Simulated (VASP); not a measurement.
# Al: single point with LDA

The system is Al.

```
CELL_PARAMETERS angstrom
0.00000 1.63191 1.63191
1.63191 0.00000 1.63191
1.63191 1.63191 0.00000
ATOMIC_POSITIONS crystal
Al 0.00000 0.00000 0.00000
```

This cell differs from its parent crystal: volume scaled by 0.55.

```
Program                : VASP 6.6.1
Task                   : single point
Functional             : LDA
Potentials or basis    : VASP PAW LDA potentials, release 64 (Al)
Cutoff                 : 520 eV
k mesh                 : 18 × 18 × 18
Occupations            : fermi-dirac, width 0.05 eV
Spin                   : no spin polarisation
Dipole correction      : no
Further INCAR settings : ALGO = Normal; EDIFF = 1e-07; NBANDS = 8
```

* Pressure: 181.0 GPa

Levels at points of the mesh, in eV from the Fermi level:
| k point | band 1 | band 2 | band 3 | band 4 |
| --- | --- | --- | --- | --- |
| (0.00, 0.00, 0.00) | -15.91 | 16.92 | 16.92 | 16.92 |
| (0.50, 0.00, 0.00) | -7.02 | -5.18 | 15.04 | 15.04 |
| (0.50, 0.50, 0.00) | -4.03 | -2.26 | 5.42 | 9.94 |

It took 21 s on 1 thread of Intel Xeon 8259CL (shared host), peak memory 0.09 GiB.
